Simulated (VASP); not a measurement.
# C (Fd-3m) in VASP: single point with PBE

Aim: the single point of C with PBE.

All numbers are computed with VASP 6.6.1; they aren't measurements. Logs are shortened: lines on timing, memory, paths and dates and some standing lists are left out, and cuts for length are marked.

## (1) The cell of the first run

It takes space group Fd-3m (No. 227, cubic). Conventional cell: a = 3.572 Å, b = 3.572 Å, c = 3.572 Å, α = 90.00°, β = 90.00°, γ = 90.00°. Within 2.1 Å of C (site symmetry -43m) lie 4 C at 1.55 Å.

## (2) Single point, PBE

INCAR

```
PREC     = Accurate       # precision mode
ENCUT    = 600            # plane-wave cutoff, eV
EDIFF    = 1E-6           # SCF threshold, eV
ISMEAR   = 0              # smearing method
SIGMA    = 0.01           # smearing width, eV
LREAL    = False          # projectors in reciprocal space
LASPH    = True           # aspherical terms in the spheres
NELM     = 120            # most SCF steps
ALGO     = Normal         # electronic algorithm
ISIF     = 2              # what is computed and relaxed
LWAVE    = False          # write WAVECAR
LCHARG   = False          # write CHGCAR
GGA      = PE             # functional
NBANDS   = 26             # bands
GGA_COMPAT= False
```

KPOINTS

```
Automatic mesh
0
Gamma
  3 3 3
```

POSCAR

```
C
1.0
    3.5716218667      0.0000000000      0.0000000000
    0.0000000000      3.5716218667      0.0000000000
    0.0000000000      0.0000000000      3.5716218667
C
8
Direct
    0.0000000000      0.0000000000      0.0000000000
    0.0000000000      0.5000000000      0.5000000000
    0.5000000000      0.0000000000      0.5000000000
    0.5000000000      0.5000000000      0.0000000000
    0.2500000000      0.2500000000      0.2500000000
    0.2500000000      0.7500000000      0.7500000000
    0.7500000000      0.2500000000      0.7500000000
    0.7500000000      0.7500000000      0.2500000000
```

Potentials or basis: VASP PAW PBE potentials, release 64 (C).

On the command line:

```sh
> cat potpaw_PBE.64/C/POTCAR > POTCAR
> mpirun -np 1 vasp_std > vasp.out
```

OUTCAR:

```text
PREC = Accurate
   ENCUT = 600
   EDIFF = 1E-6
   ISMEAR = 0
   LREAL = False
   LASPH = True
   NELM = 120
   ISIF = 2
   GGA = PE

 ion  position               nearest neighbor table
   1  0.000  0.000  0.000-   5 1.55   6 1.55   7 1.55   8 1.55
   2  0.000  0.500  0.500-   5 1.55   6 1.55   7 1.55   8 1.55
   3  0.500  0.000  0.500-   5 1.55   6 1.55   7 1.55   8 1.55
   4  0.500  0.500  0.000-   5 1.55   6 1.55   7 1.55   8 1.55
   5  0.250  0.250  0.250-   1 1.55   2 1.55   3 1.55   4 1.55
   6  0.250  0.750  0.750-   1 1.55   2 1.55   3 1.55   4 1.55
   7  0.750  0.250  0.750-   1 1.55   2 1.55   3 1.55   4 1.55
   8  0.750  0.750  0.250-   1 1.55   2 1.55   3 1.55   4 1.55

  LATTYP: Found a simple cubic cell.
 ALAT       =     3.5716218667

  Lattice vectors:

 A1 = (   3.5716218667,   0.0000000000,   0.0000000000)
 A2 = (   0.0000000000,   3.5716218667,   0.0000000000)
 A3 = (   0.0000000000,   0.0000000000,   3.5716218667)

Analysis of symmetry for initial positions (statically):
=====================================================================
 Subroutine PRICEL returns following result:

  LATTYP: Found a face centered cubic cell.
 ALAT       =     3.5716218667

  Lattice vectors:

 A1 = (   1.7858109334,  -1.7858109334,   0.0000000000)
 A2 = (   1.7858109334,   0.0000000000,   1.7858109334)
 A3 = (   0.0000000000,  -1.7858109334,   1.7858109334)

   4 primitive cells build up your supercell.

 Routine SETGRP: Setting up the symmetry group for a
 simple cubic supercell.

 Subroutine GETGRP returns: Found 48 space group operations
 (whereof 24 operations were pure point group operations)
 out of a pool of 48 trial point group operations.

The static configuration has the point symmetry T_d .
 The point group associated with its full space group is O_h .

Analysis of symmetry for dynamics (positions and initial velocities):
=====================================================================
 Subroutine PRICEL returns following result:

  LATTYP: Found a face centered cubic cell.
 ALAT       =     3.5716218667

  Lattice vectors:

 A1 = (   1.7858109334,  -1.7858109334,   0.0000000000)
 A2 = (   1.7858109334,   0.0000000000,   1.7858109334)
 A3 = (   0.0000000000,  -1.7858109334,   1.7858109334)

   4 primitive cells build up your supercell.

 Routine SETGRP: Setting up the symmetry group for a
 simple cubic supercell.

 Subroutine GETGRP returns: Found 48 space group operations
 (whereof 24 operations were pure point group operations)
 out of a pool of 48 trial point group operations.

The dynamic configuration has the point symmetry T_d .
 The point group associated with its full space group is O_h .

 Subroutine INISYM returns: Found 48 space group operations
 (whereof 24 operations are pure point group operations),
 and found     4 'primitive' translations

----------------------------------------------------------------------------------------

                                     Primitive cell

  volume of cell :      11.3903

  direct lattice vectors                    reciprocal lattice vectors
     1.785810933 -1.785810933  0.000000000     0.279984846 -0.279984846 -0.279984846
     1.785810933  0.000000000  1.785810933     0.279984846  0.279984846  0.279984846
     0.000000000 -1.785810933  1.785810933    -0.279984846 -0.279984846  0.279984846

  length of vectors
     2.525518042  2.525518042  2.525518042     0.484947979  0.484947979  0.484947979

  position of ions in fractional coordinates (direct lattice)
     0.000000000  0.000000000  0.000000000
     0.750000000  0.750000000  0.750000000

  ion indices of the primitive-cell ions
   primitive index   ion index
                 1           1
                 2           5

----------------------------------------------------------------------------------------

 KPOINTS: Automatic mesh

Automatic generation of k-mesh.
 Grid dimensions read from file:
 generate k-points for:    3    3    3

 Generating k-lattice:

  Cartesian coordinates                     Fractional coordinates (reciprocal lattice)
     0.093328282  0.000000000  0.000000000     0.333333333  0.000000000  0.000000000
     0.000000000  0.093328282  0.000000000     0.000000000  0.333333333  0.000000000
     0.000000000  0.000000000  0.093328282     0.000000000  0.000000000  0.333333333

  Length of vectors
     0.093328282  0.093328282  0.093328282

  Shift w.r.t. Gamma in fractional coordinates (k-lattice)
     0.000000000  0.000000000  0.000000000

 Subroutine IBZKPT returns following result:
 ===========================================

 Found      4 irreducible k-points:

 Following reciprocal coordinates:
            Coordinates               Weight
  0.000000  0.000000  0.000000      1.000000
  0.333333  0.000000  0.000000      6.000000
  0.333333  0.333333  0.000000     12.000000
  0.333333  0.333333  0.333333      8.000000
   k-points           NKPTS =      4   k-points in BZ     NKDIM =      4   number of bands    NBANDS=     26
   number of dos      NEDOS =    301   number of ions     NIONS =      8
   total plane-waves  NPLWV =  27000
   dimension x,y,z NGX =    30 NGY =   30 NGZ =   30
   dimension x,y,z NGXF=    60 NGYF=   60 NGZF=   60
   ions per type =               8
   NGX,Y,Z   is equivalent  to a cutoff of  13.96, 13.96, 13.96 a.u.
   NGXF,Y,Z  is equivalent  to a cutoff of  27.93, 27.93, 27.93 a.u.
 SYSTEM =  unknown system
   PREC   = accura    normal or accurate (medium, high low for compatibility)
   ISTART =      0    job   : 0-new  1-cont  2-samecut
   ICHARG =      2    charge: 1-file 2-atom 10-const
   ISPIN  =      1    spin polarized calculation?
   LNONCOLLINEAR =      F non collinear calculations
   LSORBIT =      F    spin-orbit coupling
   LASPH  =      T    aspherical Exc in radial PAW
   ENCUT  =  600.0 eV  44.10 Ry    6.64 a.u.   7.13  7.13  7.13*2*pi/ulx,y,z
   NELM   =    120;   NELMIN=  2; NELMDL= -5     # of ELM steps
   EDIFF  = 0.1E-05   stopping-criterion for ELM
   LREAL  =      F    real-space projection
   EDIFFG = 0.1E-04   stopping-criterion for IOM
   NSW    =      0    number of steps for IOM
   IBRION =     -1    ionic relax: 0-MD 1-quasi-New 2-CG
   NFREE  =      0    steps in history (QN), initial steepest desc. (CG)
   ISIF   =      2    stress and relaxation
   ISYM   =      2    0-nonsym 1-usesym 2-fastsym
   POTIM  = 0.5000    time-step for ionic-motion
   TEBEG  =    0.0;   TEEND  =   0.0 temperature during run
   PSTRESS=    0.0 pullay stress
   NELECT =      32.0000    total number of electrons
   NUPDOWN=      -1.0000    fix difference up-down
   EMIN   =  10.00;   EMAX   =-10.00  energy-range for DOS
   EFERMI =   0.00;   METHOD = LEGACY
   ISMEAR =     0;   SIGMA  =   0.01  broadening in eV -4-tet -1-fermi 0-gaus
   EFERMI_NEDOS =   21; number of points for ismear=-14 and -15
   IALGO  =     38    algorithm
   IMIX   =      4    mixing-type and parameters
     AMIX     =   0.40;   BMIX     =  1.00
     AMIX_MAG =   1.60;   BMIX_MAG =  1.00
  volume/ion in A,a.u.               =       5.70        38.43
  Fermi-wavevector in a.u.,A,eV,Ry     =   1.455211  2.749950 28.812235  2.117640
  Thomas-Fermi vector in A             =   2.572272
   LORBIT       =      0    0 simple, 1 ext, 2 COOP (PROOUT), +10 PAW based schemes
   GGA     = PE    functional components
   LHFCALC =     F    Hartree Fock is set to
   AEXX    =    0.0000 exact exchange contribution
   IVDW    =     0    specifies the selected vdW correction
   LEPSILON=     F    determine dielectric tensor
   LRPA    =     F    only Hartree local field effects (RPA)
 non-spin polarized calculation
 Gauss-broadening in eV      SIGMA  =   0.01
  energy-cutoff  :      600.00
  volume of cell :       45.56
 maximum number of plane-waves:      1526
 NGX is ok and might be reduce to    30
   NGX = 15   NGY = 15   NGZ = 15

 number of electron      31.9999991 magnetization

 Free energy of the ion-electron system (eV)
  ---------------------------------------------------
  ext. energy  EPLUGINS =         0.00000000
  ---------------------------------------------------
  free energy    TOTEN  =       -72.69601495 eV

  energy without entropy =      -72.69601495  energy(sigma->0) =      -72.69601495

 E-fermi :   9.8074     XC(G=0): -13.2280

 val. band max:        9.6748044227   @ k =   0.0000   0.0000   0.0000
 cond. band min:      13.8166416652   @ k =   0.3333   0.0000   0.0000
 fundamental gap:      4.1418372425
 Fermi energy:         9.8074314958

 k-point     1 :       0.0000    0.0000    0.0000
  band No.  band energies     occupation
      1     -11.7488      2.00000
      2      -3.0621      2.00000
      3      -3.0621      2.00000
      4      -3.0621      2.00000
      5      -3.0621      2.00000
      6      -3.0621      2.00000
      7      -3.0621      2.00000
      8       3.4002      2.00000
      9       3.4002      2.00000
     10       3.4002      2.00000
     11       3.4002      2.00000
     12       3.4002      2.00000
     13       3.4002      2.00000
     14       9.6748      2.00000
     15       9.6748      2.00000
     16       9.6748      2.00000
     17      14.4226      0.00000
     18      14.4226      0.00000
     19      14.4226      0.00000
     20      14.4226      0.00000
     21      14.4226      0.00000
     22      14.4226      0.00000
     23      15.2524      0.00000
     24      15.2524      0.00000
     25      15.2524      0.00000
     26      22.9122      0.00000

 k-point     2 :       0.3333    0.0000    0.0000
  band No.  band energies     occupation
      1     -10.7299      2.00000
      2      -7.7399      2.00000
      3      -2.5222      2.00000
      4      -2.5222      2.00000
      5      -2.5222      2.00000
      6      -2.5222      2.00000
      7       1.8953      2.00000
      8       1.8953      2.00000
      9       1.8953      2.00000
     10       1.8953      2.00000
     11       2.5075      2.00000
     12       4.3845      2.00000
     13       4.3845      2.00000
     14       7.1133      2.00000
     15       7.1133      2.00000
     16       7.4358      2.00000
     17      13.8166      0.00000
     18      14.5916      0.00000
     19      17.3995      0.00000
     20      17.8747      0.00000
     21      17.8747      0.00000
     22      17.8747      0.00000
     23      17.8747      0.00000
     24      18.6715      0.00000
     25      18.6715      0.00000
     26      22.3128      0.00000

 k-point     3 :       0.3333    0.3333    0.0000
  band No.  band energies     occupation
      1      -9.7251      2.00000
      2      -6.8075      2.00000
      3      -6.8075      2.00000
      4      -4.3515      2.00000
      5      -1.2380      2.00000
      6       0.3346      2.00000
      7       1.0011      2.00000
      8       1.0011      2.00000
      9       2.3894      2.00000
     10       2.3894      2.00000
     11       3.9921      2.00000
     12       4.8836      2.00000
     13       4.8880      2.00000
     14       4.8880      2.00000
     15       5.0071      2.00000
     16       8.3039      2.00000
     17      16.0098      0.00000
     18      17.2811      0.00000
     19      17.3527      0.00000
     20      17.3527      0.00000
     21      18.2713      0.00000
     22      18.9978      0.00000
     23      19.6552      0.00000
     24      19.6552      0.00000
     25      21.0453      0.00000
     26      21.0453      0.00000

 k-point     4 :       0.3333    0.3333    0.3333
  band No.  band energies     occupation
      1      -8.7421      2.00000
      2      -6.0156      2.00000
      3      -6.0156      2.00000
      4      -6.0156      2.00000
      5      -2.3028      2.00000
      6      -2.3028      2.00000
      7      -2.3028      2.00000
      8       0.3310      2.00000
      9       4.7014      2.00000
     10       4.7014      2.00000
     11       4.7014      2.00000
     12       5.7239      2.00000
     13       5.7239      2.00000
     14       5.7239      2.00000
     15       7.3641      2.00000
     16       7.3641      2.00000
     17      16.7555      0.00000
     18      16.7555      0.00000
     19      16.7555      0.00000
     20      17.9307      0.00000
     21      17.9307      0.00000
     22      18.1955      0.00000
     23      20.3653      0.00000
     24      20.3654      0.00000
     25      20.3758      0.00000
     26      20.8478      0.00000

------------------------ aborting loop because EDIFF is reached ----------------------------------------

  FORCE on cell =-STRESS in cart. coord.  units (eV):
  Direction    XX          YY          ZZ          XY          YZ          ZX
  --------------------------------------------------------------------------------------
  -------------------------------------------------------------------------------------
  Total        0.0609244      0.0609244      0.0609244     -0.0000000      0.0000000     -0.0000000
  in kB        2.1424252      2.1424252      2.1424252     -0.0000000      0.0000000     -0.0000000
  external PRESSURE =       2.1424252 kB  Pullay stress =       0.0000000 kB

 VOLUME and BASIS-vectors are now :
 -----------------------------------------------------------------------------
  energy-cutoff  :      600.00
  volume of cell :       45.56
      direct lattice vectors                 reciprocal lattice vectors
     3.571621867  0.000000000  0.000000000     0.279984846  0.000000000  0.000000000
     0.000000000  3.571621867  0.000000000     0.000000000  0.279984846  0.000000000
     0.000000000  0.000000000  3.571621867     0.000000000  0.000000000  0.279984846

 POSITION                                       TOTAL-FORCE (eV/Angst)
 -----------------------------------------------------------------------------------
      0.00000      0.00000      0.00000        -0.000000      0.000000     -0.000000
      0.00000      1.78581      1.78581        -0.000000      0.000000      0.000000
      1.78581      0.00000      1.78581        -0.000000      0.000000      0.000000
      1.78581      1.78581      0.00000        -0.000000     -0.000000     -0.000000
      0.89291      0.89291      0.89291         0.000000     -0.000000     -0.000000
      0.89291      2.67872      2.67872         0.000000      0.000000      0.000000
      2.67872      0.89291      2.67872         0.000000     -0.000000     -0.000000
      2.67872      2.67872      0.89291         0.000000     -0.000000     -0.000000
 -----------------------------------------------------------------------------------
    total drift:                                0.000000      0.000000      0.000000

  FREE ENERGIE OF THE ION-ELECTRON SYSTEM (eV)
  ---------------------------------------------------
  free  energy   TOTEN  =       -72.6960149503 eV

  energy  without entropy=      -72.6960149503  energy(sigma->0) =      -72.69601495
```

Wall time 4.7 s (1 thread of AMD EPYC 9R45 (Zen 5), shared host); peak memory 0.12 GiB.

Results:

| Property | Result |
| --- | --- |
| Free energy | -72.6960 eV |
| Pressure | 0.2 GPa |
| Band gap on the k mesh | 4.14 eV |

Caveat: the k points lie up to 0.59 Å⁻¹ apart. PBE gaps usually lie below the measured ones, often by a third to a half.
